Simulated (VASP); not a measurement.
Input of a VASP 6.6.1 run:

The input INCAR:

```
SYSTEM = NaB3
ALGO = Normal ; EDIFF = 1E-7
EDIFFG = -0.01 ; ENCUT = 600
GGA = PE ; IBRION = 2
ISIF = 3 ; ISMEAR = 0
LASPH = .True. ; LCHARG = .False.
LREAL = .False. ; LWAVE = .False.
NELM = 100 ; NSW = 100
PREC = Accurate ; SIGMA = 0.1
```

File KPOINTS:

```
k-points
0
Gamma
  14 14 14
  0 0 0
```

POSCAR

```
NaB3
1.0
    3.2978900714      0.0000000000      0.0000000000
    0.0000000000      3.2978900714      0.0000000000
    0.0000000000      0.0000000000      3.2978900714
Na B
1 3
Direct
    0.0000000000      0.0000000000      0.0000000000
    0.0000000000      0.5000000000      0.5000000000
    0.5000000000      0.0000000000      0.5000000000
    0.5000000000      0.5000000000      0.0000000000
```

Potentials or basis: VASP PAW PBE potentials, release 64 (Na_pv, B).

Command:

```sh
$ cat potpaw_PBE.64/Na_pv/POTCAR potpaw_PBE.64/B/POTCAR > POTCAR
$ mpirun -np 1 vasp_std > vasp.out
```

(1) Estimate the band gap on the k mesh.

Answers

(1) zero (band 8 reaches 7.23 eV, above the bottom of band 9 at 1.81 eV).

Caveat: the relaxation stopped at its first step, so nothing moved.
